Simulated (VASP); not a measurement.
Crystal: SiNi3.

```xyz
4
Lattice="3.5182 0.0000 0.0000 0.0000 3.5182 0.0000 0.0000 0.0000 3.5182" Properties=species:S:1:pos:R:3 pbc="T T T"
Ni    1.7591    1.7591    0.0000
Ni    1.7591    0.0000    1.7591
Ni    0.0000    1.7591    1.7591
Si    0.0000    0.0000    0.0000
```

Base run:

- Program: VASP 6.6.1
- Functional: PBEsol
- Potentials or basis: VASP PAW PBE potentials, release 64 (Ni, Si)
- Cutoff: 520 eV
- k mesh: 8 × 8 × 8
- Occupations: fermi-dirac, width 0.05 eV
- Spin: collinear spin, ferromagnetic start
- Starting moments: [1.0, 1.0, 1.0, 0.0] μB

Its results: band gap on the k mesh zero (filled and empty bands overlap); pressure -10.3 GPa; net moment 0.00 μB per cell.

Task: The run is repeated on the same cell with these changes: functional from PBEsol to PBE. What comes out?

Result: Band gap on the k mesh zero (filled and empty bands overlap); pressure -2.1 GPa; net moment 0.00 μB per cell.

PBE binds less tightly than PBEsol, so the same cell stands under more pressure.

Caveats: the PAW data sets were made with another functional, which shifts forces and pressure a little (some runs).
